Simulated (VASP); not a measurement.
The system is BeTlMo.

```
Be Tl Mo
1.0
     4.50104    0.00000    0.00000
    -2.25052    3.89801    0.00000
     0.00000    0.00000    5.65929
Be Tl Mo
2 2 2
Cartesian
  0.0000 0.0000 0.0000
  0.0000 0.0000 2.8296
  0.0000 2.5987 1.4148
  2.2505 1.2993 4.2445
  0.0000 2.5987 4.2445
  2.2505 1.2993 1.4148
```

| Property | Result |
| --- | --- |
| Program | VASP 6.6.1 |
| Task | relaxation of cell and atoms |
| Functional | PBE |
| Potentials or basis | VASP PAW PBE potentials, release 64 (Be, Tl_d, Mo_sv) |
| Cutoff | 600 eV |
| k mesh | 6 × 6 × 4 |
| Occupations | gaussian, width 0.1 eV |
| Spin | no spin polarisation |

At the start: pressure 7.2 GPa; volume 16.55 Å³/atom.

Q: Where does the relaxation end?

A: Over 5 steps the energy falls by 70.1 meV/atom and the volume is 17.46 Å³/atom (+5.5 %); space group P6_3/mmc (No. 194, to 0.1 Å) before and after.

The path:
```tsv
step	energy change (eV)	largest force (eV/Å)	pressure (GPa)	volume (Å³)
1	0.0000	0.0000	7.24	99.29
2	-0.3154	0.0000	-5.03	110.10
3	-0.3981	0.0000	-2.11	106.44
4	-0.4119	0.0000	1.14	103.76
5	-0.4206	0.0000	-0.16	104.76
```

Final structure:
```yaml
crystal:
  lattice:
    - [4.70338, 0.00000, 0.00000]
    - [-2.35169, 4.07324, 0.00000]
    - [0.00000, 0.00000, 5.46809]
  atoms:
    - { symbol: Be, position: [0.00000, 0.00000, 0.00000] }
    - { symbol: Be, position: [0.00000, 0.00000, 0.50000] }
    - { symbol: Tl, position: [0.33333, 0.66667, 0.25000] }
    - { symbol: Tl, position: [0.66667, 0.33333, 0.75000] }
    - { symbol: Mo, position: [0.33333, 0.66667, 0.75000] }
    - { symbol: Mo, position: [0.66667, 0.33333, 0.25000] }
```
